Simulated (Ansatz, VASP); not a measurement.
**One calculation of GaSb, two programs**

File INCAR:

```
SYSTEM = GaSb
PREC     = Accurate       ! precision mode
ENCUT    = 520            ! plane-wave cutoff, eV
EDIFF    = 1E-6           ! SCF threshold, eV
ISMEAR   = 0              ! smearing method
SIGMA    = 0.15           ! smearing width, eV
LREAL    = .FALSE.        ! projectors in reciprocal space
LASPH    = .TRUE.         ! aspherical terms in the spheres
NELM     = 80             ! most SCF steps
ALGO     = Normal         ! electronic algorithm
ISIF     = 2              ! what is computed and relaxed
LWAVE    = .FALSE.        ! write WAVECAR
LCHARG   = .FALSE.        ! write CHGCAR
NBANDS   = 16             ! bands
```

KPOINTS

```
Automatic mesh
0
G
  16 16 16
  0 0 0
```

POSCAR

```
GaSb
1.0
   -1.6980502239      2.4992771138      2.5938200430
    1.6980502239     -2.4992771138      2.5938200430
    1.6980502239      2.4992771138     -2.5938200430
Ga Sb
1 1
Direct
    0.0000000000      0.0000000000      0.0000000000
    0.5000000000      0.5000000000      0.0000000000
```

Input for Ansatz:

```yaml
crystal:
  lattice:
    - [-1.6980502239, 2.4992771138, 2.593820043]
    - [1.6980502239, -2.4992771138, 2.593820043]
    - [1.6980502239, 2.4992771138, -2.593820043]
  atoms:
    - { symbol: Ga, position: [0.0, 0.0, 0.0] }
    - { symbol: Sb, position: [0.5, 0.5, 0.0] }
basis:
  ecutwfc: 420
kpoints:
  mp_grid: { grid: [16, 16, 16] }
hamiltonian:
  xc: lda
  pseudopotentials: { kind: paw, azcp: { folder: soft_1 } }
scf:
  occupations: { method: gaussian, width: 0.15 }
output:
  forces: true
  stress: true
  eigenvalues: true
```

Change from the starting cell: strain +e along x and -e along y +0.0400, strain +e along z and -e/2 along x and y -0.0750.

Alike in both runs: task single point; functional LDA; k mesh 16 × 16 × 16; occupations gaussian, width 0.15 eV; no spin polarisation.

```csv
,VASP,Ansatz
version,VASP 6.6.1,Ansatz 0.2.0
potentials or method,"VASP PAW LDA potentials, release 64 (Ga_d, Sb), cutoff 520 eV","scalar-relativistic, plane waves, PAW"
valence electrons in the cell,18,28
```

```tsv
	VASP	Ansatz	Ansatz less VASP
gap on the k mesh at the Fermi level (eV)	none	none	-
pressure (GPa)	2.8	2.6	-0.16
traceless stress, the component that is largest in VASP (GPa)	13.13	12.95	-0.180
```

Ansatz warns that its potentials were made for another functional, while VASP's fit it. LDA's correlation is that of Perdew and Zunger in VASP and of Perdew and Wang (1992) in Ansatz. A gap of «none» marks a metal or a gap that the smearing closes. VASP's potentials hold 18 valence electrons a cell and Ansatz's 28, so a difference there can come from the potentials and not from the codes.

Spin-orbit coupling is off throughout.
